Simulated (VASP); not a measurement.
## SiGe5: single point with PBE

Crystal: SiGe5.

```
Si Ge
1.0
     0.00000    4.62265    4.62265
     4.62265    0.00000    4.62265
     4.62265    4.62265    0.00000
Si Ge
1 5
Direct
  0.25000 0.25000 0.25000
  0.90159 0.90159 0.90159
  0.90159 0.90159 0.29522
  0.90159 0.29522 0.90159
  0.29522 0.90159 0.90159
  0.75000 0.75000 0.75000
```

| Item | Value |
| --- | --- |
| Program | VASP 6.6.1 |
| Task | single point |
| Functional | PBE |
| Potentials or basis | VASP PAW PBE potentials, release 64 (Si, Ge_d) |
| Cutoff | 520 eV |
| k mesh | 4 × 4 × 4 |
| Occupations | gaussian, width 0.1 eV |
| Spin | no spin polarisation |
| Dipole correction | no |
| Further INCAR settings | ALGO = Normal; EDIFF = 1e-06; NBANDS = 46 |

```json
{"Pressure": "-0.3 GPa", "Largest force": "0.021 eV/Å", "Band gap on the k mesh": "zero (band 37 reaches 2.18 eV, above the bottom of band 38 at 1.87 eV)"}
```

Forces in eV/Å, atoms in the order of the input:
```
Si   0.000  0.000  0.000
Ge  -0.012 -0.012 -0.012
Ge   0.012  0.012 -0.012
Ge   0.012 -0.012  0.012
Ge  -0.012  0.012  0.012
Ge   0.000  0.000  0.000
```

Levels at points of the mesh, in eV from the Fermi level:
| k point | band 34 | band 35 | band 36 | band 37 | band 38 | band 39 | band 40 | band 41 |
| --- | --- | --- | --- | --- | --- | --- | --- | --- |
| (0.00, 0.00, 0.00) | -3.34 | -0.73 | -0.73 | 0.28 | 0.28 | 0.28 | 1.32 | 4.29 |
| (0.50, 0.00, 0.00) | -2.80 | -0.38 | -0.38 | -0.09 | -0.04 | -0.04 | 0.48 | 2.57 |
| (0.50, 0.50, 0.00) | -1.89 | -1.09 | -0.29 | -0.29 | 0.13 | 0.21 | 0.77 | 1.81 |

Wall time 2.9 min on 1 thread of AMD EPYC 7R43 64-Core Processor (Zen 3), with other jobs on the host, peak memory 0.31 GiB.
